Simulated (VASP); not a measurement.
Wanted: the native input for a VASP 6.6.1 run.

| Item | Value |
| --- | --- |
| Task | single point |
| Functional | PBEsol |
| Potentials or basis | VASP PAW PBE potentials, release 64 (Pt) |
| Cutoff | 520 eV |
| k mesh | 22 × 22 × 22 |
| Occupations | gaussian, width 0.15 eV |
| Spin | collinear spin |
| Starting moments | [0.5] μB |
| Fixed moment | 0.5 μB |
| Dipole correction | no |
| Further INCAR settings | ALGO = Fast; EDIFF = 1e-07; NBANDS = 15 |

The structure of Pt lies in POSCAR:

```
Pt
1.0
    0.0000000000      1.8983364941      1.8983364941
    1.8983364941      0.0000000000      1.8983364941
    1.8983364941      1.8983364941      0.0000000000
Pt
1
Direct
    0.0000000000      0.0000000000      0.0000000000
```

One way to write it, as run:

INCAR

```
ALGO = Fast
EDIFF = 1E-7
ENCUT = 520
GGA = PS
ISIF = 2
ISMEAR = 0
ISPIN = 2
LASPH = True
LCHARG = False
LMAXMIX = 4
LORBIT = 11
LREAL = False
LWAVE = False
MAGMOM = 0.5
NBANDS = 15
NELM = 150
NUPDOWN = 0.5
PREC = Accurate
SIGMA = 0.15
```

KPOINTS

```
k-points
0
Gamma
  22 22 22
```

Potentials or basis: VASP PAW PBE potentials, release 64 (Pt).

Run with:

```bash
$ cat potpaw_PBE.64/Pt/POTCAR > POTCAR
$ mpirun -np 1 vasp_std > vasp.out
```

Results of the run:

The pressure is 36.3 GPa, the net moment is 0.50 μB per cell and the site moments are Pt +0.49 μB. The valence electrons inside the program's atomic spheres are Pt 9.58.

Caveat: the cell stands under pressure; the PAW data sets were made with another functional, which shifts forces and pressure a little; the total moment is fixed, so each spin has its own Fermi level and the state may be an excited one.

Run time: 53 s on 1 thread of Intel(R) Xeon(R) 6975P-C (Granite Rapids), on a shared host, peak memory 0.21 GiB.
